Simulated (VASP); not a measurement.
A run of VASP 6.6.1 is set up as follows.

INCAR

```
PREC = Accurate
ENCUT = 520
EDIFF = 1E-7
ISMEAR = 0
SIGMA = 0.15
LREAL = False
LASPH = True
NELM = 100
ALGO = Fast
ISIF = 2
LWAVE = False
LCHARG = True
GGA = PE
LELF = True
LVHAR = True
NBANDS = 18
```

Contents of KPOINTS:

```
Automatic mesh
0
Gamma
  18 18 18
```

File POSCAR:

```
Cu
1.0
    1.2386412945     -4.0308860292      0.0000000000
    1.2386412945      4.0308860292      0.0000000000
    0.0000000000      0.0000000000      2.5142119659
Cu
2
Direct
    0.0210080975      0.7529377565      0.2500000000
    0.9789919025      0.2470622435      0.7500000000
```

Potentials or basis: VASP PAW PBE potentials, release 64 (Cu).

The run is started by

```bash
$ cat potpaw_PBE.64/Cu/POTCAR > POTCAR
$ mpirun -np 1 vasp_std > vasp.out
```

Problem. What does it give for the largest force?

Solution. 1.081 eV/Å.

Problem. What does it give for the band gap on the k mesh?

Solution. Zero (bands 11 and 12 overlap by 6.63 eV).

Problem. Predict the pressure.

Solution. 3.0 GPa.

Stress tensor (GPa, compression positive):
```
-0.62  9.70  0.00
 9.70  5.98  0.00
 0.00  0.00  3.79
```

Caveat: the cell differs from its parent crystal (atoms displaced along a vibrational mode); the stress differs along the axes, from -1 to 6 GPa; forces of over 1 eV/Å act on the atoms, so gaps and moduli don't describe the material at rest.
